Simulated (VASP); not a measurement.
A run of VASP 6.6.1 is set up as follows.

File INCAR:

```
PREC = Accurate
ENCUT = 520
EDIFF = 1E-7
ISMEAR = 0
SIGMA = 0.1
LREAL = False
LASPH = True
NELM = 100
ALGO = Normal
ISIF = 2
LWAVE = False
LCHARG = True
GGA = CA
LELF = True
LVHAR = True
NBANDS = 10
```

Contents of KPOINTS:

```
Automatic mesh
0
Gamma
  18 18 10
```

Contents of POSCAR:

```
Li
1.0
    2.9893038133      0.0000000000      0.0000000000
   -1.4946519067      2.5888130420      0.0000000000
    0.0000000000      0.0000000000      4.9034198196
Li
2
Direct
    0.3333333333      0.6666666667      0.2500000000
    0.6666666667      0.3333333333      0.7500000000
```

Potentials or basis: VASP PAW LDA potentials, release 64 (Li_sv).

Run with:

```bash
$ cat potpaw_LDA.64/Li_sv/POTCAR > POTCAR
$ mpirun -np 1 vasp_std > vasp.out
```

Q: Estimate the band gap on the k mesh.

A: Zero (band 3 reaches 3.02 eV, above the bottom of band 4 at -1.67 eV).
